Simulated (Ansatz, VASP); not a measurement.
Two plane-wave programs on BaS

```
Ba S
1.0
     0.00000    3.19375    3.32150
     3.19375    0.00000    3.32150
     3.19375    3.19375    0.00000
Ba S
1 1
Direct
  0.00000 0.00000 0.00000
  0.50000 0.50000 0.50000
```

Change from the starting cell: strain +0.000 along x and y, +0.040 along z, atoms carried along.

Alike in both runs: task single point; functional r2SCAN; k mesh 6 × 6 × 6; occupations gaussian, width 0.05 eV; no spin polarisation.

```csv
,VASP,Ansatz
version,VASP 6.6.1,Ansatz 0.2.0
potentials or method,"VASP PAW PBE potentials, release 64 (Ba_sv, S), cutoff 520 eV","scalar-relativistic, plane waves, PAW"
valence electrons in the cell,16,16
```

Ansatz gave:

```
gap on the k mesh at the Fermi level (eV)                     : 2.56
least direct gap on the mesh (eV)                             : 2.68
pressure (GPa)                                                : -0.8
traceless stress, the component that is largest in VASP (GPa) : -1.76
```

**Question.** What did VASP give for the same quantities?

**Answer.** gap on the k mesh at the Fermi level (eV): 2.48; least direct gap on the mesh (eV): 2.63; pressure (GPa): -0.2; traceless stress, the component that is largest in VASP (GPa): -1.92.

VASP's potentials were made for PBE, not for r2SCAN. The functional is the same, so the differences come from potentials, cutoffs and numerics.

Neither program's run includes spin-orbit coupling.
